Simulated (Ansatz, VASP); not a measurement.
**LaSb: VASP beside Ansatz**

Contents of INCAR:

```
SYSTEM = LaSb
PREC = Accurate
ENCUT = 520
EDIFF = 1E-6
ISMEAR = -1
SIGMA = 0.1
LREAL = .FALSE.
LASPH = .TRUE.
NELM = 60
ALGO = Normal
ISIF = 2
LWAVE = .FALSE.
LCHARG = .FALSE.
NBANDS = 15
```

File KPOINTS:

```
regular mesh
0
G
  8 8 8
  0 0 0
```

Contents of POSCAR:

```
LaSb
1.0
    0.0000000000      3.2450000000      3.2450000000
    3.2450000000      0.0000000000      3.2450000000
    3.2450000000      3.2450000000      0.0000000000
La Sb
1 1
Direct
    0.0000000000      0.0000000000      0.0000000000
    0.5000000000      0.5000000000      0.5000000000
```

Input for Ansatz:

```yaml
crystal:
  lattice:
    - [0.0, 3.245, 3.245]
    - [3.245, 0.0, 3.245]
    - [3.245, 3.245, 0.0]
  atoms:
    - { symbol: La, position: [0.0, 0.0, 0.0] }
    - { symbol: Sb, position: [0.5, 0.5, 0.5] }
basis:
  ecutwfc: 500.0
kpoints:
  mp_grid:
    grid: [8, 8, 8]
hamiltonian:
  xc: lda
scf:
  occupations:
    method: fermi_dirac
    width: 0.1
output:
  stress: true
```

Alike in both runs: task single point; functional LDA; k mesh 8 × 8 × 8; occupations fermi-dirac, width 0.1 eV; no spin polarisation.

|  | VASP | Ansatz |
| --- | --- | --- |
| version | VASP 6.6.1 | Ansatz 0.2.0 |
| potentials or method | VASP PAW LDA potentials, release 64 (La, Sb), cutoff 520 eV | plane waves, PAW |
| valence electrons in the cell | 16 | 26 |

```tsv
	VASP	Ansatz	Ansatz less VASP
pressure (GPa)	-2.3	-2.3	-0.06
```

LDA's correlation is that of Perdew and Zunger in VASP and of Perdew and Wang (1992) in Ansatz. VASP's potentials hold 16 valence electrons a cell and Ansatz's 26, so a difference there can come from the potentials and not from the codes.

Neither program's run includes spin-orbit coupling.
